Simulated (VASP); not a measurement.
Runs of VASP 6.6.1 on Si. The structure is that of space group I4/mmm (No. 139), or close to it. The cells are those of the table. 

```tsv
cell	gap on the mesh (eV)	pressure (GPa)	largest force (eV/Å)
a = 5.101 Å, angles 98.6, 98.6, 134.6°, 4 atoms	(b)	-2.3	0.21
a = 5.139 Å, angles 99.3, 99.3, 132.6°, 4 atoms	none	-5.5	0.51
a = 5.047 Å, angles 97.5, 97.5, 137.6°, 4 atoms	0.43	(a)	0.60
a = 5.159 Å, angles 99.7, 99.7, 131.6°, 4 atoms	none	-6.6	0.61
a = 5.013 Å, angles 96.8, 96.8, 139.6°, 4 atoms	none	13.2	1.54
```

Alike in all rows: task single point; level r2SCAN; potentials or basis VASP PAW PBE potentials, release 64 (Si); no spin polarisation; k mesh 10 × 10 × 10; cutoff (eV) 520; smearing gaussian 0.05 eV.

Task: Estimate the missing entries.

Result: (a) 5.4; (b) 0.33.

Caveats: the PAW data sets were made with another functional, which shifts forces and pressure a little; semilocal functionals underestimate gaps, and a narrow one can read as zero (at least some runs); the stress differs along the axes, from -13 to -2 GPa (at least some runs); the stress differs along the axes, from 2 to 13 GPa (at least some runs); the stress differs along the axes, from -16 to -2 GPa (at least some runs); the stress differs along the axes, from 4 to 31 GPa (at least some runs).

A k mesh can miss the band edges.

A gap of «none» marks levels without a gap at the run's occupations.
